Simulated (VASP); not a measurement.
Input of a VASP 6.6.1 run:

POSCAR

```
MoS2
1.0
    1.6034666397      0.9257618961      6.2558790839
   -1.6034666397      0.9257618961      6.2558790839
    0.0000000000     -1.8515237922      6.2558790839
Mo S
1 2
Direct
   -0.0000124038     -0.0000124038     -0.0000124038
    0.4157031026      0.4157031026      0.4157031026
    0.2509759679      0.2509759679      0.2509759679
```

INCAR.step1

```
PREC = Accurate
ENCUT = 520
ISMEAR = 0
SIGMA = 0.01
LREAL = False
LASPH = True
NELM = 80
NBANDS = 20
GGA = PE
ALGO = Normal
EDIFF = 1E-4
LWAVE = True
LCHARG = False
```

Contents of INCAR.step2:

```
PREC = Accurate
ENCUT = 520
EDIFF = 1E-6
ISMEAR = 0
SIGMA = 0.01
LREAL = False
LASPH = True
NELM = 80
ALGO = Normal
ISIF = 2
LWAVE = False
LCHARG = True
METAGGA = R2SCAN
LMIXTAU = True
LELF = True
LVHAR = True
NBANDS = 20
ISTART = 1
```

Contents of KPOINTS:

```
Automatic mesh
0
Gamma
  10 10 10
```

Potentials or basis: VASP PAW PBE potentials, release 64 (Mo_sv, S).

Command:

```sh
$ cat potpaw_PBE.64/Mo_sv/POTCAR potpaw_PBE.64/S/POTCAR > POTCAR
$ cp INCAR.step1 INCAR
$ mpirun -np 1 vasp_std > vasp.out
$ cp INCAR.step2 INCAR
$ mpirun -np 1 vasp_std > vasp.out
```

Estimate the band gap on the k mesh.

1.02 eV (least direct gap 1.95 eV).

What does it give for the pressure?

-1.0 GPa.

Estimate the largest force.

0.047 eV/Å.

Forces in eV/Å, atoms in the order of the input:
```
Mo   0.000  0.000  0.001
S    0.000  0.000 -0.047
S    0.000  0.000  0.046
```

Caveat: the cell differs from its parent crystal (strain +1.0%); the PAW data sets were made with another functional, which shifts forces and pressure a little. A k mesh can miss the band edges.
